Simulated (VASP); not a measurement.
# MnAs (P6_3/mmc) in VASP: settings compared

The runs below take MnAs through single point, with revPBE, BLYP, RPBE.

All numbers are computed with VASP 6.6.1; they aren't measurements. Logs are shortened: lines on timing, memory, paths and dates and some standing lists are left out, and cuts for length are marked.

## (1) The cell of the first run

The structure is hexagonal, space group P6_3/mmc (No. 194). The conventional cell has a = 3.732 Å, b = 3.732 Å, c = 5.557 Å, α = 90.00°, β = 90.00°, γ = 120.00°. As (site symmetry -6m2) has 6 Mn at 2.56 Å and 12 As at 3.52 to 3.73 Å within 3.8 Å. Within 3.4 Å of Mn (site symmetry -3m) lie 6 As at 2.56 Å and 2 Mn at 2.78 Å.

## (2) Single point, revPBE, collinear spin, ferromagnetic start

Contents of INCAR:

```
ALGO = Normal ; EDIFF = 1E-6
ENCUT = 520 ; GGA = RE
ISIF = 2 ; ISMEAR = -1
ISPIN = 2 ; LASPH = True
LCHARG = False ; LMAXMIX = 4
LORBIT = 11 ; LREAL = False
LWAVE = False ; MAGMOM = 0 0 4 4
NBANDS = 30 ; NELM = 150
PREC = Accurate ; SIGMA = 0.05
```

Contents of KPOINTS:

```
k-points
0
Gamma
  8 8 5
```

Contents of POSCAR:

```
MnAs
1.0
    3.7318781713      0.0000000000      0.0000000000
   -1.8659390857      3.2319013002      0.0000000000
    0.0000000000      0.0000000000      5.5572234021
As Mn
2 2
Direct
    0.6666666667      0.3333333333      0.7500000000
    0.3333333333      0.6666666667      0.2500000000
    0.0000000000      0.0000000000      0.5000000000
    0.0000000000      0.0000000000      0.0000000000
```

Potentials or basis: VASP PAW PBE potentials, release 64 (As, Mn_pv).

Launch:

```sh
$ cat potpaw_PBE.64/As/POTCAR potpaw_PBE.64/Mn_pv/POTCAR > POTCAR
$ mpirun -np 1 vasp_std > vasp.out
```

OUTCAR:

```text
EDIFF = 1E-6
   ENCUT = 520
   GGA = RE
   ISIF = 2
   ISMEAR = -1
   ISPIN = 2
   LASPH = True
   LORBIT = 11
   LREAL = False
   NELM = 150
   PREC = Accurate

 ion  position               nearest neighbor table
   1  0.667  0.333  0.750-   3 2.56   4 2.56   3 2.56   4 2.56   3 2.56   4 2.56
   2  0.333  0.667  0.250-   3 2.56   4 2.56   3 2.56   4 2.56   3 2.56   4 2.56
   3  0.000  0.000  0.500-   1 2.56   2 2.56   1 2.56   2 2.56   1 2.56   2 2.56   4 2.78   4 2.78

   4  0.000  0.000  0.000-   1 2.56   2 2.56   1 2.56   2 2.56   1 2.56   2 2.56   3 2.78   3 2.78

  LATTYP: Found a hexagonal cell.
 ALAT       =     3.7318781713
 C/A-ratio  =     1.4891224062

  Lattice vectors:

 A1 = (   3.7318781713,   0.0000000000,   0.0000000000)
 A2 = (  -1.8659390857,   3.2319013002,   0.0000000000)
 A3 = (   0.0000000000,   0.0000000000,   5.5572234021)

Analysis of symmetry for initial positions (statically):
=====================================================================
 Subroutine PRICEL returns:
 Original cell was already a primitive cell.

 Routine SETGRP: Setting up the symmetry group for a
 hexagonal supercell.

 Subroutine GETGRP returns: Found 24 space group operations
 (whereof 12 operations were pure point group operations)
 out of a pool of 24 trial point group operations.

The static configuration has the point symmetry D_3d.
 The point group associated with its full space group is D_6h.

Analysis of symmetry for dynamics (positions and initial velocities):
=====================================================================
 Subroutine PRICEL returns:
 Original cell was already a primitive cell.

 Routine SETGRP: Setting up the symmetry group for a
 hexagonal supercell.

 Subroutine GETGRP returns: Found 24 space group operations
 (whereof 12 operations were pure point group operations)
 out of a pool of 24 trial point group operations.

The dynamic configuration has the point symmetry D_3d.
 The point group associated with its full space group is D_6h.

Analysis of structural, dynamic, and magnetic symmetry:
=====================================================================
 Subroutine PRICEL returns:
 Original cell was already a primitive cell.

 Routine SETGRP: Setting up the symmetry group for a
 hexagonal supercell.

 Subroutine GETGRP returns: Found 24 space group operations
 (whereof 12 operations were pure point group operations)
 out of a pool of 24 trial point group operations.

The overall configuration has the point symmetry D_3d.
 The point group associated with its full space group is D_6h.

 Subroutine INISYM returns: Found 24 space group operations
 (whereof 12 operations are pure point group operations),
 and found     1 'primitive' translations

----------------------------------------------------------------------------------------

                                     Primitive cell

  volume of cell :      67.0260

  direct lattice vectors                    reciprocal lattice vectors
     3.731878171  0.000000000  0.000000000     0.267961588  0.154707695  0.000000000
    -1.865939086  3.231901300  0.000000000     0.000000000  0.309415390  0.000000000
     0.000000000  0.000000000  5.557223402     0.000000000  0.000000000  0.179945978

  length of vectors
     3.731878171  3.731878171  5.557223402     0.309415390  0.309415390  0.179945978

  position of ions in fractional coordinates (direct lattice)
     0.666666667  0.333333333  0.750000000
     0.333333333  0.666666667  0.250000000
     0.000000000  0.000000000  0.500000000
     0.000000000  0.000000000  0.000000000

  ion indices of the primitive-cell ions
   primitive index   ion index
                 1           1
                 2           2
                 3           3
                 4           4

----------------------------------------------------------------------------------------

 KPOINTS: k-points

Automatic generation of k-mesh.
 Grid dimensions read from file:
 generate k-points for:    8    8    5

 Generating k-lattice:

  Cartesian coordinates                     Fractional coordinates (reciprocal lattice)
     0.033495198  0.019338462  0.000000000     0.125000000  0.000000000  0.000000000
     0.000000000  0.038676924  0.000000000     0.000000000  0.125000000  0.000000000
     0.000000000  0.000000000  0.035989196     0.000000000  0.000000000  0.200000000

  Length of vectors
     0.038676924  0.038676924  0.035989196

  Shift w.r.t. Gamma in fractional coordinates (k-lattice)
     0.000000000  0.000000000  0.000000000

 Subroutine IBZKPT returns following result:
 ===========================================

 Found     30 irreducible k-points:

 Following reciprocal coordinates:
            Coordinates               Weight
  0.000000  0.000000  0.000000      1.000000
  0.125000 -0.000000  0.000000      6.000000
  0.250000 -0.000000  0.000000      6.000000
  0.375000 -0.000000  0.000000      6.000000
  0.500000 -0.000000  0.000000      3.000000
  0.125000  0.125000  0.000000      6.000000
[... 16 lines left out ...]
  0.250000 -0.000000  0.400000     12.000000
  0.375000 -0.000000  0.400000     12.000000
 [... further k-points ...]
   k-points           NKPTS =     30   k-points in BZ     NKDIM =     30   number of bands    NBANDS=     30
   number of dos      NEDOS =    301   number of ions     NIONS =      4
   total plane-waves  NPLWV =  32928
   dimension x,y,z NGX =    28 NGY =   28 NGZ =   42
   dimension x,y,z NGXF=    56 NGYF=   56 NGZF=   84
   ions per type =               2   2
   NGX,Y,Z   is equivalent  to a cutoff of  12.47, 12.47, 12.56 a.u.
   NGXF,Y,Z  is equivalent  to a cutoff of  24.95, 24.95, 25.13 a.u.
 SYSTEM =  unknown system
   PREC   = accura    normal or accurate (medium, high low for compatibility)
   ISTART =      0    job   : 0-new  1-cont  2-samecut
   ICHARG =      2    charge: 1-file 2-atom 10-const
   ISPIN  =      2    spin polarized calculation?
   LNONCOLLINEAR =      F non collinear calculations
   LSORBIT =      F    spin-orbit coupling
   LASPH  =      T    aspherical Exc in radial PAW
   ENCUT  =  520.0 eV  38.22 Ry    6.18 a.u.   6.94  6.94 10.33*2*pi/ulx,y,z
   NELM   =    150;   NELMIN=  2; NELMDL= -5     # of ELM steps
   EDIFF  = 0.1E-05   stopping-criterion for ELM
   LREAL  =      F    real-space projection
[... 7 lines left out ...]
   TEBEG  =    0.0;   TEEND  =   0.0 temperature during run
   PSTRESS=    0.0 pullay stress
   NELECT =      36.0000    total number of electrons
   NUPDOWN=      -1.0000    fix difference up-down
   EMIN   =  10.00;   EMAX   =-10.00  energy-range for DOS
   EFERMI =   0.00;   METHOD = LEGACY
   ISMEAR =    -1;   SIGMA  =   0.05  broadening in eV -4-tet -1-fermi 0-gaus
   EFERMI_NEDOS =   21; number of points for ismear=-14 and -15
   IALGO  =     38    algorithm
   IMIX   =      4    mixing-type and parameters
     AMIX     =   0.40;   BMIX     =  1.00
     AMIX_MAG =   1.60;   BMIX_MAG =  1.00
  volume/ion in A,a.u.               =      16.76       113.08
  Fermi-wavevector in a.u.,A,eV,Ry     =   1.330744  2.514742 24.094281  1.770880
  Thomas-Fermi vector in A             =   2.459808
   LORBIT       =     11    0 simple, 1 ext, 2 COOP (PROOUT), +10 PAW based schemes
   GGA     = RE    functional components
   LHFCALC =     F    Hartree Fock is set to
   AEXX    =    0.0000 exact exchange contribution
   IVDW    =     0    specifies the selected vdW correction
   LEPSILON=     F    determine dielectric tensor
   LRPA    =     F    only Hartree local field effects (RPA)
 spin polarized calculation
  energy-cutoff  :      520.00
  volume of cell :       67.03
 maximum number of plane-waves:      1826
 NGX is ok and might be reduce to    28
   NGX = 13   NGY = 13   NGZ = 21

 number of electron      35.9999992 magnetization       6.2609081

 Free energy of the ion-electron system (eV)
  ---------------------------------------------------
  ext. energy  EPLUGINS =         0.00000000
  ---------------------------------------------------
  free energy    TOTEN  =       -26.96309041 eV

  energy without entropy =      -26.94385912  energy(sigma->0) =      -26.95347477

 E-fermi :   7.0317     XC(G=0): -11.1554

 val. band max:        7.0192934681   @ k =   0.3750   0.1250   0.4000
 cond. band min:       7.0699271374   @ k =   0.0000   0.0000   0.0000
 fundamental gap:      0.0506336693
 Fermi energy:         7.0317230414

 spin component 1

 k-point     1 :       0.0000    0.0000    0.0000
  band No.  band energies     occupation
      1     -43.0047      1.00000
      2     -43.0047      1.00000
      3     -42.9925      1.00000
      4     -42.9925      1.00000
      5     -42.7841      1.00000
      6     -42.6606      1.00000
[... 22 lines left out ...]
     29      16.8832      0.00000
     30      16.8832      0.00000

 k-point     2 :       0.1250   -0.0000    0.0000
  band No.  band energies     occupation
      1     -43.0057      1.00000
      2     -43.0050      1.00000
      3     -42.9934      1.00000
      4     -42.9927      1.00000
      5     -42.7839      1.00000
      6     -42.6605      1.00000
[... 22 lines left out ...]
     29      15.0159      0.00000
     30      15.6502      0.00000

 k-point     3 :       0.2500   -0.0000    0.0000
  band No.  band energies     occupation
      1     -43.0080      1.00000
      2     -43.0056      1.00000
      3     -42.9954      1.00000
      4     -42.9932      1.00000
      5     -42.7834      1.00000
      6     -42.6602      1.00000
[... 682 lines left out ...]
     29      15.5632      0.00000
     30      16.2968      0.00000

 k-point    24 :       0.3750   -0.0000    0.4000
  band No.  band energies     occupation
      1     -43.0059      1.00000
      2     -43.0019      1.00000
      3     -43.0019      1.00000
      4     -42.9980      1.00000
      5     -42.7407      1.00000
      6     -42.7027      1.00000
[... 22 lines left out ...]
     29      16.0829      0.00000
     30      17.9138      0.00000

 [... further k-points ...]

 spin component 2

 k-point     1 :       0.0000    0.0000    0.0000
  band No.  band energies     occupation
      1     -39.5368      1.00000
      2     -39.5368      1.00000
      3     -39.5349      1.00000
      4     -39.5222      1.00000
      5     -39.5222      1.00000
      6     -39.3912      1.00000
[... 22 lines left out ...]
     29      17.8335      0.00000
     30      17.9232      0.00000

 k-point     2 :       0.1250   -0.0000    0.0000
  band No.  band energies     occupation
      1     -39.5381      1.00000
      2     -39.5372      1.00000
      3     -39.5346      1.00000
      4     -39.5233      1.00000
      5     -39.5225      1.00000
      6     -39.3911      1.00000
[... 22 lines left out ...]
     29      15.9476      0.00000
     30      16.2903      0.00000

 k-point     3 :       0.2500   -0.0000    0.0000
  band No.  band energies     occupation
      1     -39.5412      1.00000
      2     -39.5380      1.00000
      3     -39.5340      1.00000
      4     -39.5258      1.00000
      5     -39.5230      1.00000
      6     -39.3908      1.00000
[... 682 lines left out ...]
     29      16.1880      0.00000
     30      16.8401      0.00000

 k-point    24 :       0.3750   -0.0000    0.4000
  band No.  band energies     occupation
      1     -39.5388      1.00000
      2     -39.5339      1.00000
      3     -39.5335      1.00000
      4     -39.5288      1.00000
      5     -39.4843      1.00000
      6     -39.4401      1.00000
[... 22 lines left out ...]
     29      16.6559      0.00000
     30      18.4588      0.00000

 [... further k-points ...]

------------------------ aborting loop because EDIFF is reached ----------------------------------------

  FORCE on cell =-STRESS in cart. coord.  units (eV):
  Direction    XX          YY          ZZ          XY          YZ          ZX
  --------------------------------------------------------------------------------------
  -------------------------------------------------------------------------------------
  Total        0.0389572      0.0389572      0.0725034     -0.0000000      0.0000000      0.0000000
  in kB        0.9312251      0.9312251      1.7331086     -0.0000000      0.0000000      0.0000000
  external PRESSURE =       1.1985196 kB  Pullay stress =       0.0000000 kB

 VOLUME and BASIS-vectors are now :
 -----------------------------------------------------------------------------
  energy-cutoff  :      520.00
  volume of cell :       67.03
      direct lattice vectors                 reciprocal lattice vectors
     3.731878171  0.000000000  0.000000000     0.267961588  0.154707695  0.000000000
    -1.865939086  3.231901300  0.000000000     0.000000000  0.309415390  0.000000000
     0.000000000  0.000000000  5.557223402     0.000000000  0.000000000  0.179945978

 POSITION                                       TOTAL-FORCE (eV/Angst)
 -----------------------------------------------------------------------------------
      1.86594      1.07730      4.16792         0.000000     -0.000000     -0.000000
     -0.00000      2.15460      1.38931        -0.000000      0.000000      0.000000
      0.00000      0.00000      2.77861        -0.000000      0.000000     -0.000000
      0.00000      0.00000      0.00000        -0.000000      0.000000     -0.000000
 -----------------------------------------------------------------------------------
    total drift:                               -0.000000      0.000000      0.000000

  FREE ENERGIE OF THE ION-ELECTRON SYSTEM (eV)
  ---------------------------------------------------
  free  energy   TOTEN  =       -26.9630904145 eV

  energy  without entropy=      -26.9438591211  energy(sigma->0) =      -26.95347477

 total charge

# of ion       s       p       d       tot
------------------------------------------
    1        1.223   1.515   0.051   2.789
    2        1.223   1.515   0.051   2.789
    3        0.283   6.247   5.056  11.587
    4        0.283   6.247   5.056  11.587
--------------------------------------------------
tot          3.012  15.524  10.215  28.751

 magnetization (x)

# of ion       s       p       d       tot
------------------------------------------
    1        0.009  -0.145   0.008  -0.128
    2        0.009  -0.145   0.008  -0.128
    3        0.035   0.027   3.133   3.195
    4        0.035   0.027   3.133   3.195
--------------------------------------------------
tot          0.088  -0.237   6.283   6.134
```

It took 51 s on 1 thread of Intel Xeon 6975P-C (Granite Rapids), shared host; peak memory 0.25 GiB.

Results:

| Property | Result |
| --- | --- |
| Free energy | -26.9631 eV |
| Pressure | 0.1 GPa |
| Net moment | 6.26 μB per cell |
| Site moments | As -0.13; Mn +3.19 μB |
| Valence electrons inside the program's atomic spheres | As 2.79; Mn 11.59 |

Stress tensor (GPa, compression positive):
```
0.09 0.00 0.00
0.00 0.09 0.00
0.00 0.00 0.17
```

Levels at points of the mesh, in eV from the Fermi level:
Spin up:
```tsv
k point	band 18	band 19	band 20	band 21	band 22	band 23	band 24	band 25
(0.00, 0.00, 0.00)	-1.81	-0.31	0.46	0.46	1.74	2.81	2.81	3.65
(0.50, 0.00, 0.00)	-2.21	-2.09	-1.85	-1.64	-0.57	1.17	3.22	4.77
```
Spin down:
| k point | band 13 | band 14 | band 15 | band 16 | band 17 | band 18 |
| --- | --- | --- | --- | --- | --- | --- |
| (0.00, 0.00, 0.00) | -0.16 | -0.16 | 0.04 | 0.04 | 0.41 | 0.41 |
| (0.50, 0.00, 0.00) | -2.77 | -2.22 | -1.39 | 0.70 | 0.71 | 0.83 |

Caveat: the PAW data sets were made with another functional, which shifts forces and pressure a little; the run started ferromagnetic, and an antiferromagnetic order may lie lower in energy.

## (3) Single point, revPBE, collinear spin, ferromagnetic start

This run uses another cell than the first one, of 16.96 Å³/atom.

Contents of INCAR:

```
PREC = Accurate ; ENCUT = 520
EDIFF = 1E-6 ; ISMEAR = -1
SIGMA = 0.05 ; LREAL = F
LASPH = T ; NELM = 150
ALGO = Normal ; ISIF = 2
LWAVE = F ; LCHARG = F
ISPIN = 2 ; MAGMOM = 0 0 4 4
LORBIT = 11 ; LMAXMIX = 4
GGA = RE ; NBANDS = 30
```

Contents of KPOINTS:

```
regular mesh
0
Gamma
  8 8 5
```

Contents of POSCAR:

```
MnAs
1.0
    3.7100000000      0.0000000000      0.0000000000
   -1.8550000000      3.2129542480      0.0000000000
    0.0000000000      0.0000000000      5.6910000000
As Mn
2 2
Direct
    0.6666666667      0.3333333333      0.7500000000
    0.3333333333      0.6666666667      0.2500000000
    0.0000000000      0.0000000000      0.5000000000
    0.0000000000      0.0000000000      0.0000000000
```

Potentials or basis: VASP PAW PBE potentials, release 64 (As, Mn_pv).

Launch:

```sh
$ cat potpaw_PBE.64/As/POTCAR potpaw_PBE.64/Mn_pv/POTCAR > POTCAR
$ mpirun -np 1 vasp_std > vasp.out
```

It took 51 s on 1 thread of Intel Xeon 6975P-C (Granite Rapids), shared host; peak memory 0.25 GiB.

It converged, with:

| Item | Value |
| --- | --- |
| Free energy | -26.9515 eV |
| Pressure | -0.8 GPa |
| Net moment | 6.36 μB per cell |
| Site moments | As -0.13; Mn +3.24 μB |
| Valence electrons inside the program's atomic spheres | As 2.79; Mn 11.56 |

Stress tensor (GPa, compression positive):
```
 0.04  0.00  0.00
 0.00  0.04  0.00
 0.00  0.00 -2.37
```

Levels at points of the mesh, in eV from the Fermi level:
Spin up:
| k point | band 19 | band 20 | band 21 | band 22 | band 23 | band 24 |
| --- | --- | --- | --- | --- | --- | --- |
| (0.00, 0.00, 0.00) | -0.56 | 0.56 | 0.56 | 1.50 | 2.82 | 2.82 |
| (0.50, 0.00, 0.00) | -2.09 | -1.96 | -1.70 | -0.61 | 1.01 | 3.12 |
Spin down:
| k point | band 13 | band 14 | band 15 | band 16 | band 17 | band 18 |
| --- | --- | --- | --- | --- | --- | --- |
| (0.00, 0.00, 0.00) | -0.08 | -0.08 | 0.04 | 0.04 | 0.50 | 0.50 |
| (0.50, 0.00, 0.00) | -2.70 | -2.06 | -1.29 | 0.68 | 0.79 | 0.83 |

Caveat: the PAW data sets were made with another functional, which shifts forces and pressure a little; the run started ferromagnetic, and an antiferromagnetic order may lie lower in energy.

[end of part 1 of 2]
